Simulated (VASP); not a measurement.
Si2P3, 5 atoms in the cell. It takes space group P6/mmm (No. 191, hexagonal). The conventional cell has a = 4.944 Å, b = 4.944 Å, c = 4.689 Å, α = 90.00°, β = 90.00°, γ = 120.00°. Si (site symmetry 6mm) has 2 Si at 2.33 to 2.36 Å and 6 P at 2.73 Å within 3.1 Å. Within 3.3 Å of P (site symmetry mmm) lie 4 P at 2.47 Å and 4 Si at 2.73 Å. The cell was built from a structure type or drawn by symmetry, and may not be a known phase.

* Program: VASP 6.6.1
* Task: single point
* Functional: PBE
* Potentials or basis: VASP PAW PBE potentials, release 64 (Si, P)
* Cutoff: 500 eV
* k mesh: 4 × 4 × 3
* Occupations: gaussian, width 0.2 eV
* Spin: no spin polarisation
* Dipole correction: no
* Further INCAR settings: ALGO = Normal; EDIFF = 1e-06; NBANDS = 20

Potentials or basis: VASP PAW PBE potentials, release 64 (Si, P).

Launch:

```bash
$ cat potpaw_PBE.64/Si/POTCAR potpaw_PBE.64/P/POTCAR > POTCAR
$ mpirun -np 1 vasp_std > vasp.out
```

Hardware: 1 thread of AMD EPYC 7R43 64-Core Processor (Zen 3) (shared host).

Question: Estimate the wall time of this run.

Answer: Wall time 21 s on 1 thread of AMD EPYC 7R43 64-Core Processor (Zen 3), with other jobs on the host, peak memory 0.16 GiB. Counts: scf iterations 14, k points 8.
